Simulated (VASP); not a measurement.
Set up this calculation in VASP 6.6.1, as the native input.

| Item | Value |
| --- | --- |
| Task | single point |
| Functional | PBEsol |
| Potentials or basis | VASP PAW PBE potentials, release 64 (Al, Cu) |
| Cutoff | 520 eV |
| k mesh | 12 × 12 × 12 |
| Occupations | gaussian, width 0.15 eV |
| Spin | no spin polarisation |
| Dipole correction | no |
| Further INCAR settings | ALGO = Fast; EDIFF = 1e-06; NBANDS = 18 |

The structure of Al3Cu lies in POSCAR:

```
Al3Cu
1.0
    4.0869714669      0.0000000000      0.0000000000
    0.0000000000      3.8923537780      0.0000000000
    0.0000000000      0.0000000000      3.8923537780
Al Cu
3 1
Direct
    0.0000000000      0.5000000000      0.5000000000
    0.5000000000      0.0000000000      0.5000000000
    0.5000000000      0.5000000000      0.0000000000
    0.0000000000      0.0000000000      0.0000000000
```

This cell differs from its parent crystal: strain +0.0500 x Voigt [1, 0, 0, 0, 0, 0].

These files were run (other wordings do the same):

INCAR

```
SYSTEM = Al3Cu
ALGO = Fast ; EDIFF = 1E-6
ENCUT = 520 ; GGA = PS
ISIF = 2 ; ISMEAR = 0
LASPH = .TRUE. ; LCHARG = .FALSE.
LREAL = .FALSE. ; LWAVE = .FALSE.
NBANDS = 18 ; NELM = 100
PREC = Accurate ; SIGMA = 0.15
```

KPOINTS

```
k-points
0
G
  12 12 12
  0 0 0
```

Potentials or basis: VASP PAW PBE potentials, release 64 (Al, Cu).

Run with:

```bash
$ cat potpaw_PBE.64/Al/POTCAR potpaw_PBE.64/Cu/POTCAR > POTCAR
$ mpirun -np 1 vasp_std > vasp.out
```

Results of the run:

- Pressure: -3.8 GPa
- Band gap on the k mesh: zero (bands 10 and 11 overlap by 3.83 eV)

Caveat: the cell differs from its parent crystal (strain +0.0500 x Voigt [1, 0, 0, 0, 0, 0]); the cell stands under tension; the PAW data sets were made with another functional, which shifts forces and pressure a little.

Wall time 6.4 min on 1 thread of Intel Xeon 8259CL (shared host), peak memory 0.32 GiB.
